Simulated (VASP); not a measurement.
# Cu4W (P-43m) in VASP: further runs, part 2 of 2

VASP 6.6.1. Earlier steps stand in the parts before.

### Step 3. Single point, PBE

This run uses another cell than the first one, of 17.01 Å³/atom.

File INCAR:

```
SYSTEM = Cu4W
PREC = Accurate ; ENCUT = 520
EDIFF = 1E-6 ; ISMEAR = 0
SIGMA = 0.1 ; LREAL = .FALSE.
LASPH = .TRUE. ; NELM = 60
ALGO = Fast ; ISIF = 2
LWAVE = .FALSE. ; LCHARG = .FALSE.
GGA = PE ; NBANDS = 37
```

File KPOINTS:

```
regular mesh
0
G
  4 4 4
  0 0 0
```

File POSCAR:

```
Cu4W
1.0
    4.3979707534      0.0000000000      0.0000000000
    0.0000000000      4.3979707534      0.0000000000
    0.0000000000      0.0000000000      4.3979707534
Cu W
4 1
Direct
    0.3082351833      0.3082351833      0.3082351833
    0.6917648167      0.6917648167      0.3082351833
    0.3082351833      0.6917648167      0.6917648167
    0.6917648167      0.3082351833      0.6917648167
    0.0000000000      0.0000000000      0.0000000000
```

Potentials or basis: VASP PAW PBE potentials, release 64 (Cu, W_sv).

The run is started by

```sh
$ cat potpaw_PBE.64/Cu/POTCAR potpaw_PBE.64/W_sv/POTCAR > POTCAR
$ mpirun -np 1 vasp_std > vasp.out
```

Wall time 83 s (1 thread of Intel Xeon 8259CL, shared host); peak memory 0.21 GiB.

Results (log left out):

- Free energy: -20.6216 eV
- Pressure: 0.3 GPa
- Largest force: 0.014 eV/Å
- Band gap on the k mesh: zero (bands 29 and 30 overlap by 0.26 eV)

Forces in eV/Å, atoms in the order of the input:
```
Cu   0.008  0.008  0.008
Cu  -0.008 -0.008  0.008
Cu   0.008 -0.008 -0.008
Cu  -0.008  0.008 -0.008
W    0.000  0.000  0.000
```

Levels at points of the mesh, in eV from the Fermi level:
```csv
k point,band 26,band 27,band 28,band 29,band 30,band 31,band 32,band 33
"(0.00, 0.00, 0.00)",-0.98,-0.98,-0.32,0.21,0.21,0.21,2.89,2.89
"(0.50, 0.00, 0.00)",-2.14,-0.15,-0.15,-0.11,0.23,0.67,2.80,3.27
"(0.50, 0.50, 0.00)",-1.80,-1.80,-1.54,-0.01,0.10,0.10,0.58,1.03
"(0.50, 0.50, 0.50)",-2.18,-2.18,-2.16,0.05,0.21,0.21,0.21,0.87
```

Caveat: spin-orbit coupling is left out, which moves the levels of the heavy elements.

### Step 4. Single point, PBE

This run uses another cell than the first one, of 16.92 Å³/atom.

File INCAR:

```
  PREC = Accurate
  ENCUT = 520
  EDIFF = 1E-6
  ISMEAR = 0
  SIGMA = 0.1
  LREAL = False
  LASPH = True
  NELM = 100
  ALGO = Fast
  ISIF = 2
  LWAVE = False
  LCHARG = False
  GGA = PE
  NBANDS = 37
```

File KPOINTS:

```
Automatic mesh
0
Gamma
  8 8 8
```

File POSCAR:

```
Cu4W
1.0
    4.3898622154      0.0000000000      0.0000000000
    0.0000000000      4.3898622154      0.0000000000
    0.0000000000      0.0000000000      4.3898622154
Cu W
4 1
Direct
    0.3080150494      0.3080150494      0.3080150494
    0.6919849506      0.6919849506      0.3080150494
    0.3080150494      0.6919849506      0.6919849506
    0.6919849506      0.3080150494      0.6919849506
    0.0000000000      0.0000000000      0.0000000000
```

Potentials or basis: VASP PAW PBE potentials, release 64 (Cu, W_sv).

The run is started by

```sh
$ cat potpaw_PBE.64/Cu/POTCAR potpaw_PBE.64/W_sv/POTCAR > POTCAR
$ mpirun -np 1 vasp_std > vasp.out
```

OUTCAR:

```text
PREC = Accurate
   ENCUT = 520
   EDIFF = 1E-6
   ISMEAR = 0
   LREAL = False
   LASPH = True
   NELM = 100
   ISIF = 2
   GGA = PE

 ion  position               nearest neighbor table
   1  0.308  0.308  0.308-   5 2.34   3 2.38   4 2.38   2 2.38
   2  0.692  0.692  0.308-   5 2.34   3 2.38   4 2.38   1 2.38
   3  0.308  0.692  0.692-   5 2.34   2 2.38   4 2.38   1 2.38
   4  0.692  0.308  0.692-   5 2.34   2 2.38   3 2.38   1 2.38
   5  0.000  0.000  0.000-   1 2.34   2 2.34   3 2.34   4 2.34

  LATTYP: Found a simple cubic cell.
 ALAT       =     4.3898622154

  Lattice vectors:

 A1 = (   4.3898622154,   0.0000000000,   0.0000000000)
 A2 = (   0.0000000000,   4.3898622154,   0.0000000000)
 A3 = (   0.0000000000,   0.0000000000,   4.3898622154)

Analysis of symmetry for initial positions (statically):
=====================================================================
 Subroutine PRICEL returns:
 Original cell was already a primitive cell.

 Routine SETGRP: Setting up the symmetry group for a
 simple cubic supercell.
[... 174 lines left out ...]

 E-fermi :   5.3268     XC(G=0): -11.2067

 val. band max:        5.3267024765   @ k =   0.2500   0.2500   0.1250
 cond. band min:       5.3303587535   @ k =   0.3750   0.3750   0.3750
 fundamental gap:      0.0036562770
 Fermi energy:         5.3268438022

 k-point     1 :       0.0000    0.0000    0.0000
  band No.  band energies     occupation
      1     -68.8806      2.00000
      2     -33.0887      2.00000
      3     -33.0887      2.00000
      4     -33.0887      2.00000
      5      -2.3387      2.00000
      6       0.9010      2.00000
[... 949 lines left out ...]
     36      11.1125      0.00000
     37      11.4847      0.00000

 [... further k-points ...]

------------------------ aborting loop because EDIFF is reached ----------------------------------------

  FORCE on cell =-STRESS in cart. coord.  units (eV):
  Direction    XX          YY          ZZ          XY          YZ          ZX
  --------------------------------------------------------------------------------------
  -------------------------------------------------------------------------------------
  Total        0.3550388      0.3550388      0.3550388      0.0000000      0.0000000      0.0000000
  in kB        6.7240934      6.7240934      6.7240934      0.0000000      0.0000000      0.0000000
  external PRESSURE =       6.7240934 kB  Pullay stress =       0.0000000 kB

 VOLUME and BASIS-vectors are now :
 -----------------------------------------------------------------------------
  energy-cutoff  :      520.00
  volume of cell :       84.60
      direct lattice vectors                 reciprocal lattice vectors
     4.389862215  0.000000000  0.000000000     0.227797582  0.000000000  0.000000000
     0.000000000  4.389862215  0.000000000     0.000000000  0.227797582  0.000000000
     0.000000000  0.000000000  4.389862215     0.000000000  0.000000000  0.227797582

 POSITION                                       TOTAL-FORCE (eV/Angst)
 -----------------------------------------------------------------------------------
      1.35214      1.35214      1.35214         0.022974      0.022974      0.022974
      3.03772      3.03772      1.35214        -0.022974     -0.022974      0.022974
      1.35214      3.03772      3.03772         0.022974     -0.022974     -0.022974
      3.03772      1.35214      3.03772        -0.022974      0.022974     -0.022974
      0.00000      0.00000      0.00000        -0.000000     -0.000000     -0.000000
 -----------------------------------------------------------------------------------
    total drift:                               -0.000000     -0.000000     -0.000000

  FREE ENERGIE OF THE ION-ELECTRON SYSTEM (eV)
  ---------------------------------------------------
  free  energy   TOTEN  =       -20.6848462261 eV

  energy  without entropy=      -20.6401845287  energy(sigma->0) =      -20.66251538
```

stdout:

```text
POSCAR found type information on POSCAR CuW
 POSCAR found :  2 types and       5 ions
 scaLAPACK will be used
 LDA part: xc-table for (Slater+PW92), standard interpolation
 POSCAR, INCAR and KPOINTS ok, starting setup
 FFT: planning ... GRIDC
 FFT: planning ... GRID_SOFT
 FFT: planning ... GRID
 WAVECAR not read
 entering main loop
```

It took 4 min on 1 thread of Intel Xeon 8259CL, shared host; peak memory 0.26 GiB.

What came out:

```yaml
Free_energy: -20.6848 eV
Pressure: 0.7 GPa
Largest_force: 0.040 eV/Å
Band_gap_on_the_k_mesh: zero (bands 29 and 30 overlap by 0.27 eV)
```

Forces in eV/Å, atoms in the order of the input:
```
Cu   0.023  0.023  0.023
Cu  -0.023 -0.023  0.023
Cu   0.023 -0.023 -0.023
Cu  -0.023  0.023 -0.023
W    0.000  0.000  0.000
```

Caveat: spin-orbit coupling is left out, which moves the levels of the heavy elements.

### Step 5. The runs side by side

```csv
cell,k mesh,gap on the mesh (eV),pressure (GPa),largest force (eV/Å)
"a = 4.211 Å, 5 atoms, atomic positions A",4 × 4 × 4,none,89.9,-
"a = 4.398 Å, 5 atoms, atomic positions B",4 × 4 × 4,none,0.3,0.01
"a = 4.390 Å, 5 atoms, atomic positions C",8 × 8 × 8,none,0.7,0.04
```

Alike in all rows: task single point; level PBE; potentials or basis VASP PAW PBE potentials, release 64 (Cu, W_sv); no spin polarisation; cutoff (eV) 520; smearing gaussian 0.1 eV.

Caveats: some runs use coarse meshes; spin-orbit coupling is left out, which moves the levels of the heavy elements; atoms lie so close that the PAW spheres overlap strongly, which falsifies energies and pressures (at least some runs).

Absolute energies hang on the potentials; compare differences alone.

The gap in the log of VASP goes by the Fermi energy; the results here count the filled bands.